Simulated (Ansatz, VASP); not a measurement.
GdO: VASP beside Ansatz

POSCAR

```
GdO
1.0
    0.0000000000      2.7000000000      2.7000000000
    2.7000000000      0.0000000000      2.7000000000
    2.7000000000      2.7000000000      0.0000000000
Gd O
1 1
Direct
    0.0000000000      0.0000000000      0.0000000000
    0.2500000000      0.2500000000      0.2500000000
```

Contents of INCAR.step1:

```
SYSTEM = GdO
PREC = Accurate
ENCUT = 520
EDIFF = 1E-5
ISMEAR = -1
SIGMA = 0.05
LREAL = .FALSE.
LASPH = .TRUE.
NELM = 150
ALGO = Normal
ISIF = 2
LWAVE = .TRUE.
LCHARG = .FALSE.
ISPIN = 2
MAGMOM = 7 0
LORBIT = 11
LMAXMIX = 6
GGA = PE
NBANDS = 23
KPAR = 4
```

The input INCAR.step2:

```
SYSTEM = GdO
PREC = Accurate
ENCUT = 520
EDIFF = 1E-6
ISMEAR = -1
SIGMA = 0.05
LREAL = .FALSE.
LASPH = .TRUE.
NELM = 150
ALGO = Normal
ISIF = 2
LWAVE = .FALSE.
LCHARG = .FALSE.
ISPIN = 2
MAGMOM = 7 0
LORBIT = 11
LMAXMIX = 6
GGA = PS
LHFCALC = .TRUE.
AEXX = 0.25
PRECFOCK = Normal
ISTART = 1
NBANDS = 23
KPAR = 4
```

File KPOINTS:

```
regular mesh
0
G
  5 5 5
  0 0 0
```

input

```
crystal:
  lattice:
    - [0.0, 2.7, 2.7]
    - [2.7, 0.0, 2.7]
    - [2.7, 2.7, 0.0]
  atoms:
    - { symbol: Gd, position: [0.0, 0.0, 0.0], spin: 7.0 }
    - { symbol: O, position: [0.25, 0.25, 0.25] }
hamiltonian:
  xc: { exchange: pbesol, correlation: pbesol, exx: { coeff: 0.25 } }
  pseudopotentials: { kind: paw }
magnetization:
  spin_polarized: true
kpoints:
  mp_grid: { grid: [5, 5, 5] }
scf:
  occupations: { method: fermi_dirac, width: 0.05 }
output:
  forces: true
  stress: true
  eigenvalues: true
```

Alike in both runs: task single point; functional PBEsol-based global hybrid; k mesh 5 × 5 × 5; occupations fermi-dirac, width 0.05 eV; collinear spin.

```csv
,VASP,Ansatz
version,VASP 6.6.1,Ansatz 0.2.0
potentials or method,"VASP PAW PBE potentials, release 64 (Gd, O)",Ansatz PAW
plane-wave cutoff (eV),520,420
valence electrons in the cell,24,24
```

Ansatz gave:

| Property | Result |
| --- | --- |
| gap on the k mesh at the Fermi level (eV) | none |
| pressure (GPa) | -4.9 |
| net moment per atom (μB) | 3.99 |
| size of the moment on the site where the two differ most (μB) | 7.03 |

Problem. Which values does VASP return?

Solution. gap on the k mesh at the Fermi level (eV): none; pressure (GPa): -4.8; net moment per atom (μB): 3.99; size of the moment on the site where the two differ most (μB): 7.08.

VASP's potentials were made for PBE, not for PBEsol-based global hybrid. Site moments also hang on the region over which each program counts them. A gap of «none» marks a metal or a gap that the smearing closes.

The k mesh is coarse, so the values compare programs but aren't converged. Spin-orbit coupling is off throughout. Noted on Ansatz's run: the magnetic or orbital state may not be the lowest.
